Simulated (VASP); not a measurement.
# Cu (P6_3/mmc) in VASP: notebook

Cu is run at these levels: PBE; tasks: single point.

All numbers are computed with VASP 6.6.1; they aren't measurements. Logs are shortened: lines on timing, memory, paths and dates and some standing lists are left out, and cuts for length are marked.

### Step 1. The cell of the first run

Symmetry: P6_3/mmc, No. 194, hexagonal system. The conventional cell has a = 2.666 Å, b = 2.666 Å, c = 4.354 Å, α = 90.00°, β = 90.00°, γ = 120.00°. Cu (site symmetry -6m2) has 12 Cu at 2.67 Å within 3.5 Å.

This isn't the form of Cu at room conditions, which is fcc.

### Step 2. Single point, PBE (13.40 Å³/atom)

INCAR reads:

```
SYSTEM = Cu
PREC     = Accurate       ! precision mode
ENCUT    = 520            ! plane-wave cutoff, eV
EDIFF    = 1E-7           ! SCF threshold, eV
ISMEAR   = 0              ! smearing method
SIGMA    = 0.15           ! smearing width, eV
LREAL    = .FALSE.        ! projectors in reciprocal space
LASPH    = .TRUE.         ! aspherical terms in the spheres
NELM     = 60             ! most SCF steps
ALGO     = Fast           ! electronic algorithm
ISIF     = 2              ! what is computed and relaxed
LWAVE    = .FALSE.        ! write WAVECAR
LCHARG   = .FALSE.        ! write CHGCAR
GGA      = PE             ! functional
NBANDS   = 18             ! bands
```

KPOINTS reads:

```
regular mesh
0
G
  21 21 12
  0 0 0
```

POSCAR reads:

```
Cu
1.0
    2.6664472446      0.0000000000      0.0000000000
   -1.3332236223      2.3092110517      0.0000000000
    0.0000000000      0.0000000000      4.3541179642
Cu
2
Direct
    0.3333333333      0.6666666667      0.2500000000
    0.6666666667      0.3333333333      0.7500000000
```

Potentials or basis: VASP PAW PBE potentials, release 64 (Cu).

Launch:

```sh
cat potpaw_PBE.64/Cu/POTCAR > POTCAR
mpirun -np 1 vasp_std > vasp.out
```

OUTCAR:

```text
SYSTEM = Cu
   PREC = Accurate
   ENCUT = 520
   EDIFF = 1E-7
   ISMEAR = 0
   LREAL = .FALSE.
   LASPH = .TRUE.
   NELM = 60
   ISIF = 2
   GGA = PE

 ion  position               nearest neighbor table
   1  0.333  0.667  0.250-   2 2.67   2 2.67   2 2.67   2 2.67   2 2.67   2 2.67
   2  0.667  0.333  0.750-   1 2.67   1 2.67   1 2.67   1 2.67   1 2.67   1 2.67

  LATTYP: Found a hexagonal cell.
 ALAT       =     2.6664472446
 C/A-ratio  =     1.6329285993

  Lattice vectors:

 A1 = (   2.6664472446,   0.0000000000,   0.0000000000)
 A2 = (  -1.3332236223,   2.3092110517,   0.0000000000)
 A3 = (   0.0000000000,   0.0000000000,   4.3541179642)

Analysis of symmetry for initial positions (statically):
=====================================================================
 Subroutine PRICEL returns:
 Original cell was already a primitive cell.

 Routine SETGRP: Setting up the symmetry group for a
 hexagonal supercell.

 Subroutine GETGRP returns: Found 24 space group operations
 (whereof 12 operations were pure point group operations)
 out of a pool of 24 trial point group operations.

The static configuration has the point symmetry D_3d.
 The point group associated with its full space group is D_6h.

Analysis of symmetry for dynamics (positions and initial velocities):
=====================================================================
 Subroutine PRICEL returns:
 Original cell was already a primitive cell.

 Routine SETGRP: Setting up the symmetry group for a
 hexagonal supercell.

 Subroutine GETGRP returns: Found 24 space group operations
 (whereof 12 operations were pure point group operations)
 out of a pool of 24 trial point group operations.

The dynamic configuration has the point symmetry D_3d.
 The point group associated with its full space group is D_6h.

 Subroutine INISYM returns: Found 24 space group operations
 (whereof 12 operations are pure point group operations),
 and found     1 'primitive' translations

----------------------------------------------------------------------------------------

                                     Primitive cell

  volume of cell :      26.8100

  direct lattice vectors                    reciprocal lattice vectors
     2.666447245  0.000000000  0.000000000     0.375030859  0.216524167  0.000000000
    -1.333223622  2.309211052  0.000000000     0.000000000  0.433048335  0.000000000
     0.000000000  0.000000000  4.354117964     0.000000000  0.000000000  0.229667641

  length of vectors
     2.666447245  2.666447245  4.354117964     0.433048335  0.433048335  0.229667641

  position of ions in fractional coordinates (direct lattice)
     0.333333333  0.666666667  0.250000000
     0.666666667  0.333333333  0.750000000

  ion indices of the primitive-cell ions
   primitive index   ion index
                 1           1
                 2           2

----------------------------------------------------------------------------------------

 KPOINTS: regular mesh

Automatic generation of k-mesh.
 Grid dimensions read from file:
 generate k-points for:   21   21   12

 Generating k-lattice:

  Cartesian coordinates                     Fractional coordinates (reciprocal lattice)
     0.017858612  0.010310675  0.000000000     0.047619048 -0.000000000  0.000000000
     0.000000000  0.020621349  0.000000000     0.000000000  0.047619048  0.000000000
     0.000000000  0.000000000  0.019138970     0.000000000  0.000000000  0.083333333

  Length of vectors
     0.020621349  0.020621349  0.019138970

  Shift w.r.t. Gamma in fractional coordinates (k-lattice)
     0.000000000  0.000000000  0.000000000

 Subroutine IBZKPT returns following result:
 ===========================================

 Found    336 irreducible k-points:

 Following reciprocal coordinates:
            Coordinates               Weight
  0.000000  0.000000  0.000000      1.000000
  0.047619 -0.000000  0.000000      6.000000
  0.095238 -0.000000  0.000000      6.000000
  0.142857 -0.000000  0.000000      6.000000
  0.190476 -0.000000  0.000000      6.000000
  0.238095 -0.000000  0.000000      6.000000
[... 16 lines left out ...]
  0.142857  0.095238  0.000000     12.000000
  0.190476  0.095238  0.000000     12.000000
 [... further k-points ...]
   k-points           NKPTS =    336   k-points in BZ     NKDIM =    336   number of bands    NBANDS=     18
   number of dos      NEDOS =    301   number of ions     NIONS =      2
   total plane-waves  NPLWV =  12800
   dimension x,y,z NGX =    20 NGY =   20 NGZ =   32
   dimension x,y,z NGXF=    40 NGYF=   40 NGZF=   64
   ions per type =               2
   NGX,Y,Z   is equivalent  to a cutoff of  12.47, 12.47, 12.22 a.u.
   NGXF,Y,Z  is equivalent  to a cutoff of  24.94, 24.94, 24.44 a.u.
 SYSTEM =  Cu
   PREC   = accura    normal or accurate (medium, high low for compatibility)
   ISTART =      0    job   : 0-new  1-cont  2-samecut
   ICHARG =      2    charge: 1-file 2-atom 10-const
   ISPIN  =      1    spin polarized calculation?
   LNONCOLLINEAR =      F non collinear calculations
   LSORBIT =      F    spin-orbit coupling
   LASPH  =      T    aspherical Exc in radial PAW
   ENCUT  =  520.0 eV  38.22 Ry    6.18 a.u.   4.96  4.96  8.10*2*pi/ulx,y,z
   NELM   =     60;   NELMIN=  2; NELMDL= -5     # of ELM steps
   EDIFF  = 0.1E-06   stopping-criterion for ELM
   LREAL  =      F    real-space projection
   EDIFFG = 0.1E-05   stopping-criterion for IOM
   NSW    =      0    number of steps for IOM
   IBRION =     -1    ionic relax: 0-MD 1-quasi-New 2-CG
   NFREE  =      0    steps in history (QN), initial steepest desc. (CG)
   ISIF   =      2    stress and relaxation
   ISYM   =      2    0-nonsym 1-usesym 2-fastsym
   POTIM  = 0.5000    time-step for ionic-motion
   TEBEG  =    0.0;   TEEND  =   0.0 temperature during run
   PSTRESS=    0.0 pullay stress
   NELECT =      22.0000    total number of electrons
   NUPDOWN=      -1.0000    fix difference up-down
   EMIN   =  10.00;   EMAX   =-10.00  energy-range for DOS
   EFERMI =   0.00;   METHOD = LEGACY
   ISMEAR =     0;   SIGMA  =   0.15  broadening in eV -4-tet -1-fermi 0-gaus
   EFERMI_NEDOS =   21; number of points for ismear=-14 and -15
   IALGO  =     68    algorithm
   IMIX   =      4    mixing-type and parameters
     AMIX     =   0.40;   BMIX     =  1.00
     AMIX_MAG =   1.60;   BMIX_MAG =  1.00
  volume/ion in A,a.u.               =      13.40        90.46
  Fermi-wavevector in a.u.,A,eV,Ry     =   1.532675  2.896336 31.961353  2.349093
  Thomas-Fermi vector in A             =   2.639848
   LORBIT       =      0    0 simple, 1 ext, 2 COOP (PROOUT), +10 PAW based schemes
   GGA     = PE    functional components
   LHFCALC =     F    Hartree Fock is set to
   AEXX    =    0.0000 exact exchange contribution
   IVDW    =     0    specifies the selected vdW correction
   LEPSILON=     F    determine dielectric tensor
   LRPA    =     F    only Hartree local field effects (RPA)
 non-spin polarized calculation
 RMM-DIIS sequential band-by-band and
 Gauss-broadening in eV      SIGMA  =   0.15
  energy-cutoff  :      520.00
  volume of cell :       26.81
 maximum number of plane-waves:       756
 NGX is ok and might be reduce to    20
   NGX =  9   NGY =  9   NGZ = 17

 number of electron      21.9999968 magnetization

 Free energy of the ion-electron system (eV)
  ---------------------------------------------------
  ext. energy  EPLUGINS =         0.00000000
  ---------------------------------------------------
  free energy    TOTEN  =        -7.33455257 eV

  energy without entropy =       -7.32648226  energy(sigma->0) =       -7.33051741

 E-fermi :   6.1334     XC(G=0): -12.0067

 val. band max:        6.1266934202   @ k =   0.0476   0.0476   0.0000
 cond. band min:       6.1530310805   @ k =   0.1429   0.0476   0.1667
 fundamental gap:      0.0263376604
 Fermi energy:         6.1334337283

 k-point     1 :       0.0000    0.0000    0.0000
  band No.  band energies     occupation
      1      -2.3129      2.00000
      2       1.7024      2.00000
      3       3.4502      2.00000
      4       3.4996      2.00000
      5       3.4996      2.00000
      6       3.6675      2.00000
[... 10 lines left out ...]
     17      27.7491      0.00000
     18      27.7492      0.00000

 k-point     2 :       0.0476   -0.0000    0.0000
  band No.  band energies     occupation
      1      -2.2458      2.00000
      2       1.7405      2.00000
      3       3.4074      2.00000
      4       3.5217      2.00000
      5       3.5374      2.00000
      6       3.6564      2.00000
[... 10 lines left out ...]
     17      28.5877      0.00000
     18      28.7046      0.00000

 k-point     3 :       0.0952   -0.0000    0.0000
  band No.  band energies     occupation
      1      -2.0455      2.00000
      2       1.8496      2.00000
      3       3.3347      2.00000
      4       3.5863      2.00000
      5       3.5867      2.00000
      6       3.6376      2.00000
[... 10 lines left out ...]
     17      29.0051      0.00000
     18      29.6271      0.00000

 k-point     4 :       0.1429   -0.0000    0.0000
  band No.  band energies     occupation
      1      -1.7160      2.00000
      2       2.0126      2.00000
      3       3.2495      2.00000
      4       3.5262      2.00000
      5       3.5583      2.00000
      6       3.6904      2.00000
[... 10 lines left out ...]
     17      27.4148      0.00000
     18      28.2093      0.00000

 k-point     5 :       0.1905   -0.0000    0.0000
  band No.  band energies     occupation
      1      -1.2650      2.00000
      2       2.1964      2.00000
      3       3.1670      2.00000
      4       3.2444      2.00000
      5       3.5051      2.00000
      6       3.7328      2.00000
[... 10 lines left out ...]
     17      25.4159      0.00000
     18      26.3725      0.00000

 k-point     6 :       0.2381   -0.0000    0.0000
  band No.  band energies     occupation
      1      -0.7064      2.00000
      2       2.3465      2.00000
      3       2.9970      2.00000
      4       3.1143      2.00000
      5       3.4670      2.00000
      6       3.6643      2.00000
[... 10 lines left out ...]
     17      23.5224      0.00000
     18      24.8567      0.00000

 k-point     7 :       0.2857   -0.0000    0.0000
  band No.  band energies     occupation
      1      -0.0659      2.00000
      2       2.4073      2.00000
      3       2.7938      2.00000
      4       3.1132      2.00000
      5       3.4737      2.00000
      6       3.5981      2.00000
[... 10 lines left out ...]
     17      21.9728      0.00000
     18      24.1644      0.00000

 k-point     8 :       0.3333    0.0000    0.0000
  band No.  band energies     occupation
      1       0.6073      2.00000
      2       2.3830      2.00000
      3       2.6349      2.00000
      4       3.1531      2.00000
      5       3.5349      2.00000
      6       3.5390      2.00000
[... 10 lines left out ...]
     17      20.2417      0.00000
     18      23.8272      0.00000
[... 229 lines left out ...]
     17      18.0555      0.00000
     18      24.2620      0.00000

 k-point    20 :       0.4286    0.0476    0.0000
  band No.  band energies     occupation
      1       1.8386      2.00000
      2       2.2441      2.00000
      3       2.4257      2.00000
      4       3.4096      2.00000
      5       3.4362      2.00000
      6       3.5404      2.00000
[... 10 lines left out ...]
     17      17.7325      0.00000
     18      24.1494      0.00000

 k-point    21 :       0.4762    0.0476    0.0000
  band No.  band energies     occupation
      1       1.9496      2.00000
      2       2.2118      2.00000
      3       2.4076      2.00000
      4       3.4302      2.00000
      5       3.4736      2.00000
      6       3.5281      2.00000
[... 10 lines left out ...]
     17      17.6401      0.00000
     18      24.1124      0.00000

 k-point    22 :       0.0952    0.0952    0.0000
  band No.  band energies     occupation
      1      -1.5208      2.00000
      2       2.1037      2.00000
      3       3.1945      2.00000
      4       3.4097      2.00000
      5       3.5550      2.00000
      6       3.6940      2.00000
[... 10 lines left out ...]
     17      27.5469      0.00000
     18      27.6919      0.00000

 k-point    23 :       0.1429    0.0952    0.0000
  band No.  band energies     occupation
      1      -1.0744      2.00000
      2       2.2788      2.00000
      3       3.1026      2.00000
      4       3.1708      2.00000
      5       3.5114      2.00000
      6       3.6320      2.00000
[... 10 lines left out ...]
     17      25.9640      0.00000
     18      26.7232      0.00000

 k-point    24 :       0.1905    0.0952    0.0000
  band No.  band energies     occupation
      1      -0.5222      2.00000
      2       2.4279      2.00000
      3       2.9563      2.00000
      4       3.0297      2.00000
      5       3.4813      2.00000
      6       3.5615      2.00000
[... 10 lines left out ...]
     17      24.1130      0.00000
     18      25.9996      0.00000

 [... further k-points ...]

------------------------ aborting loop because EDIFF is reached ----------------------------------------

  FORCE on cell =-STRESS in cart. coord.  units (eV):
  Direction    XX          YY          ZZ          XY          YZ          ZX
  --------------------------------------------------------------------------------------
  -------------------------------------------------------------------------------------
  Total       -1.9424975     -1.9424975     -1.7881792      0.0000000     -0.0000000     -0.0000000
  in kB     -116.0845020   -116.0845020   -106.8623700      0.0000000     -0.0000000     -0.0000000
  external PRESSURE =    -113.0104580 kB  Pullay stress =       0.0000000 kB

 VOLUME and BASIS-vectors are now :
 -----------------------------------------------------------------------------
  energy-cutoff  :      520.00
  volume of cell :       26.81
      direct lattice vectors                 reciprocal lattice vectors
     2.666447245  0.000000000  0.000000000     0.375030859  0.216524167  0.000000000
    -1.333223622  2.309211052  0.000000000     0.000000000  0.433048335  0.000000000
     0.000000000  0.000000000  4.354117964     0.000000000  0.000000000  0.229667641

 POSITION                                       TOTAL-FORCE (eV/Angst)
 -----------------------------------------------------------------------------------
     -0.00000      1.53947      1.08853         0.000000      0.000000      0.000000
      1.33322      0.76974      3.26559        -0.000000     -0.000000      0.000000
 -----------------------------------------------------------------------------------
    total drift:                               -0.000000      0.000000     -0.000000

  FREE ENERGIE OF THE ION-ELECTRON SYSTEM (eV)
  ---------------------------------------------------
  free  energy   TOTEN  =        -7.3345525703 eV

  energy  without entropy=       -7.3264822596  energy(sigma->0) =       -7.33051741
```

It took 2.1 min on 1 thread of AMD EPYC 7R43 (Zen 3), shared host; peak memory 0.21 GiB.

Results:

| Quantity | Value |
| --- | --- |
| Free energy | -7.3346 eV |
| Pressure | -11.3 GPa |
| Band gap on the k mesh | zero (bands 11 and 12 overlap by 5.56 eV) |

Levels at points of the mesh, in eV from the Fermi level:
| k point | band 9 | band 10 | band 11 | band 12 | band 13 | band 14 |
| --- | --- | --- | --- | --- | --- | --- |
| (0.00, 0.00, 0.00) | -2.23 | -1.62 | -1.62 | -0.66 | 3.15 | 19.86 |
| (0.00, 0.00, 0.50) | -1.80 | -1.80 | -1.80 | -1.80 | 11.41 | 11.41 |

Caveat: the cell stands under tension.

### Step 3. Single point, PBE (13.40 Å³/atom)

INCAR reads:

```
SYSTEM = Cu
  PREC = Accurate
  ENCUT = 520
  EDIFF = 1E-7
  ISMEAR = 0
  SIGMA = 0.15
  LREAL = .FALSE.
  LASPH = .TRUE.
  NELM = 80
  ALGO = Fast
  ISIF = 2
  LWAVE = .FALSE.
  LCHARG = .TRUE.
  GGA = PE
  LELF = .TRUE.
  LVHAR = .TRUE.
  NBANDS = 18
```

KPOINTS is that of step 2.

POSCAR reads:

```
Cu
1.0
    2.6133985099      0.0000000000      0.0000000000
   -1.3066992550      2.2632694998      0.0000000000
    0.0000000000      0.0000000000      4.5326783756
Cu
2
Direct
    0.3333333333      0.6666666667      0.2500000000
    0.6666666667      0.3333333333      0.7500000000
```

Potentials or basis: VASP PAW PBE potentials, release 64 (Cu).

Launch:

```sh
cat potpaw_PBE.64/Cu/POTCAR > POTCAR
mpirun -np 1 vasp_std > vasp.out
```

Wall time 2.9 min (1 thread of AMD EPYC 7R43 (Zen 3), shared host); peak memory 0.21 GiB.

It converged, with:

```
Free energy            : -7.3214 eV
Pressure               : -10.9 GPa
Band gap on the k mesh : zero (bands 11 and 12 overlap by 5.85 eV)
```

Stress tensor (GPa, compression positive):
```
 -9.23   0.00   0.00
  0.00  -9.23   0.00
  0.00   0.00 -14.38
```

Levels at points of the mesh, in eV from the Fermi level:
```tsv
k point	band 9	band 10	band 11	band 12	band 13	band 14
(0.00, 0.00, 0.00)	-2.12	-1.64	-1.64	-1.12	2.39	20.29
(0.00, 0.00, 0.50)	-1.81	-1.81	-1.81	-1.81	10.00	10.00
```

Caveat: the cell stands under tension.

(Continued in part 2 of 2.)
